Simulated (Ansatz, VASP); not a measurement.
**Two plane-wave programs on CdS**

Contents of POSCAR:

```
CdS
1.0
    0.0000000000      2.7269062253      2.7269062253
    2.7269062253      0.0000000000      2.7269062253
    2.7269062253      2.7269062253      0.0000000000
Cd S
1 1
Direct
    0.0000000000      0.0000000000      0.0042461853
    0.5000000000      0.5000000000      0.4851113325
```

File INCAR.step1:

```
SYSTEM = CdS
PREC = Accurate ; ENCUT = 520
ISMEAR = 0 ; SIGMA = 0.05
LREAL = .FALSE. ; LASPH = .TRUE.
NELM = 100 ; NBANDS = 16
GGA = PE ; ALGO = Normal
EDIFF = 1E-4 ; LWAVE = .TRUE.
LCHARG = .FALSE.
```

Contents of INCAR.step2:

```
SYSTEM = CdS
PREC = Accurate ; ENCUT = 520
EDIFF = 1E-6 ; ISMEAR = 0
SIGMA = 0.05 ; LREAL = .FALSE.
LASPH = .TRUE. ; NELM = 100
ALGO = Normal ; ISIF = 2
LWAVE = .FALSE. ; LCHARG = .TRUE.
METAGGA = R2SCAN ; LMIXTAU = .TRUE.
LELF = .TRUE. ; LVHAR = .TRUE.
NBANDS = 16 ; ISTART = 1
```

KPOINTS

```
regular mesh
0
G
  8 8 8
  0 0 0
```

Input for Ansatz:

```yaml
crystal:
  lattice:
    - [0.0, 2.7269062253, 2.7269062253]
    - [2.7269062253, 0.0, 2.7269062253]
    - [2.7269062253, 2.7269062253, 0.0]
  atoms:
    - { symbol: Cd, position: [0.0, 0.0, 0.0042461853] }
    - { symbol: S, position: [0.5, 0.5, 0.4851113325] }
basis:
  ecutwfc: 500
kpoints:
  mp_grid: { grid: [8, 8, 8] }
hamiltonian:
  xc: r2scan
scf:
  occupations: { method: gaussian, width: 0.05 }
output:
  forces: true
  stress: true
  eigenvalues: true
```

Change from the starting cell: mode 4 frozen in at -0.041 Å and mode 5 at -0.041 Å (largest displacements).

Alike in both runs: task single point; functional r2SCAN; k mesh 8 × 8 × 8; occupations gaussian, width 0.05 eV; no spin polarisation.

```csv
,VASP,Ansatz
version,VASP 6.6.1,Ansatz 0.2.0
potentials or method,"VASP PAW PBE potentials, release 64 (Cd, S), cutoff 520 eV","scalar-relativistic, plane waves, PAW"
valence electrons in the cell,18,26
```

|  | VASP | Ansatz | Ansatz less VASP |
| --- | --- | --- | --- |
| gap on the k mesh at the Fermi level (eV) | 0.75 | 0.76 | +0.018 |
| least direct gap on the mesh (eV) | 2.34 | 2.38 | +0.034 |
| pressure (GPa) | 0.6 | 0.1 | -0.48 |
| traceless stress, the component that is largest in VASP (GPa) | -0.19 | -0.19 | +0.005 |
| rms of the force components (eV/Å) | 0.080 | 0.076 | -0.0039 |

VASP's potentials were made for PBE, not for r2SCAN. Atom by atom the forces differ by 0.004 eV/Å (rms over components). VASP's potentials hold 18 valence electrons a cell and Ansatz's 26, so a difference there can come from the potentials and not from the codes.
